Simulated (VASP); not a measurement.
**Si: relaxation of cell and atoms with PBEsol**

Si:

```
Si
1.0
     0.00000    2.71692    2.71692
     2.71692    0.00000    2.71692
     2.71692    2.71692    0.00000
Si
2
Cartesian
  4.0754 4.0754 4.0754
  2.7169 2.7169 2.7169
```

| Property | Result |
| --- | --- |
| Program | VASP 6.6.1 |
| Task | relaxation of cell and atoms |
| Functional | PBEsol |
| Potentials or basis | VASP PAW PBE potentials, release 64 (Si) |
| Cutoff | 600 eV |
| k mesh | 12 × 12 × 12 |
| Occupations | gaussian, width 0.02 eV |
| Spin | no spin polarisation |
| Dipole correction | no |
| Further INCAR settings | ALGO = Normal; EDIFF = 1e-07; IBRION = 2; EDIFFG = -0.005; NSW = 100; ISIF = 3 |

* Relaxed volume: 20.08 Å³/atom
* Relaxed cell: a = 3.844 Å, b = 3.844 Å, c = 3.844 Å, α = 60.00°, β = 60.00°, γ = 60.00°
* Space group after relaxing (to 0.1 Å): Fd-3m (No. 227)
* Energy gained by relaxing: 0.0 meV/atom
* Ionic steps: 3
* Pressure after relaxing: 0.0 GPa
* Band gap on the k mesh: 0.46 eV (least direct gap 2.52 eV)

Final structure:
```
Si
1.0
     0.00000    2.71785    2.71785
     2.71785    0.00000    2.71785
     2.71785    2.71785    0.00000
Si
2
Direct
  0.75000 0.75000 0.75000
  0.50000 0.50000 0.50000
```

Levels at points of the mesh, in eV from the valence-band top:
```
           k point  band 2  band 3  band 4  band 5  band 6  band 7
(0.00, 0.00, 0.00)    0.00    0.00    0.00    2.52    2.52    2.52
(0.50, 0.00, 0.00)   -7.00   -1.20   -1.20    1.46    3.27    3.27
(0.50, 0.50, 0.00)   -7.82   -2.87   -2.87    0.59    0.59   10.04
```

It took 18 s on 1 thread of Intel(R) Xeon(R) Platinum 8559C (Emerald Rapids), on a shared host, peak memory 0.17 GiB.

Caveat: the PAW data sets were made with another functional, which shifts forces and pressure a little. A k mesh can miss the band edges.
